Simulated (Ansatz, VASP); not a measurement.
# Si3N4: VASP beside Ansatz

Contents of INCAR:

```
PREC     = Accurate       # precision mode
ENCUT    = 520            # plane-wave cutoff, eV
EDIFF    = 1E-7           # SCF threshold, eV
ISMEAR   = 0              # smearing method
SIGMA    = 0.02           # smearing width, eV
LREAL    = False          # projectors in reciprocal space
LASPH    = True           # aspherical terms in the spheres
NELM     = 80             # most SCF steps
ALGO     = Normal         # electronic algorithm
ISIF     = 2              # what is computed and relaxed
LWAVE    = False          # write WAVECAR
LCHARG   = False          # write CHGCAR
GGA      = PE             # functional
IBRION   = 2              # ionic algorithm
NSW      = 50             # ionic steps
EDIFFG   = -0.01          # ionic threshold
```

Contents of KPOINTS:

```
regular mesh
0
Gamma
  6 6 6
```

Contents of POSCAR:

```
Si3N4
1.0
   -3.1098275888      3.1098275888      3.1098275888
    3.1098275888     -3.1098275888      3.1098275888
    3.1098275888      3.1098275888     -3.1098275888
Si N
6 8
Direct
    0.2500000000      0.1250000000      0.8750000000
    0.8750000000      0.2500000000      0.1250000000
    0.7500000000      0.3750000000      0.6250000000
    0.6250000000      0.7500000000      0.3750000000
    0.1250000000      0.8750000000      0.2500000000
    0.3750000000      0.6250000000      0.7500000000
    0.5527978379      0.5527978379      0.5527978379
    0.4472021621      0.5000000000      0.0000000000
    0.5000000000      0.0000000000      0.9472021621
    0.0000000000      0.4472021621      0.5000000000
    0.9472021621      0.5000000000      0.0000000000
    0.0527978379      0.0527978379      0.0527978379
    0.0000000000      0.9472021621      0.5000000000
    0.5000000000      0.0000000000      0.4472021621
```

Input for Ansatz:

```yaml
crystal:
  lattice:
    - [-3.1098275888, 3.1098275888, 3.1098275888]
    - [3.1098275888, -3.1098275888, 3.1098275888]
    - [3.1098275888, 3.1098275888, -3.1098275888]
  atoms:
    - { symbol: Si, position: [0.25, 0.125, 0.875] }
    - { symbol: Si, position: [0.875, 0.25, 0.125] }
    - { symbol: Si, position: [0.75, 0.375, 0.625] }
    - { symbol: Si, position: [0.625, 0.75, 0.375] }
    - { symbol: Si, position: [0.125, 0.875, 0.25] }
    - { symbol: Si, position: [0.375, 0.625, 0.75] }
    - { symbol: "N", position: [0.5527978379, 0.5527978379, 0.5527978379] }
    - { symbol: "N", position: [0.4472021621, 0.5, 0.0] }
    - { symbol: "N", position: [0.5, 0.0, 0.9472021621] }
    - { symbol: "N", position: [0.0, 0.4472021621, 0.5] }
    - { symbol: "N", position: [0.9472021621, 0.5, 0.0] }
    - { symbol: "N", position: [0.0527978379, 0.0527978379, 0.0527978379] }
    - { symbol: "N", position: [0.0, 0.9472021621, 0.5] }
    - { symbol: "N", position: [0.5, 0.0, 0.4472021621] }
basis:
  ecutwfc: 420
kpoints:
  mp_grid: { grid: [6, 6, 6] }
hamiltonian:
  xc: pbe
scf:
  occupations: { method: gaussian, width: 0.02 }
output:
  forces: true
  stress: true
  eigenvalues: true
relax:
  adjacent_minimum: "off"
  f_tol: 0.01
  max_steps: 30
```

Alike in both runs: task relaxation of the atoms; functional PBE; k mesh 6 × 6 × 6; occupations gaussian, width 0.02 eV; no spin polarisation.

|  | VASP | Ansatz |
| --- | --- | --- |
| version | VASP 6.6.1 | Ansatz 0.2.0 |
| potentials or method | VASP PAW PBE potentials, release 64 (Si, N), cutoff 520 eV | scalar-relativistic, plane waves, PAW |
| valence electrons in the cell | 64 | 64 |

```csv
,VASP,Ansatz,Ansatz less VASP
"gap on the k mesh at the Fermi level, each at its own relaxed structure (eV)",4.18,4.18,+0.001
```

Ansatz's warnings: stress scf threshold loose.
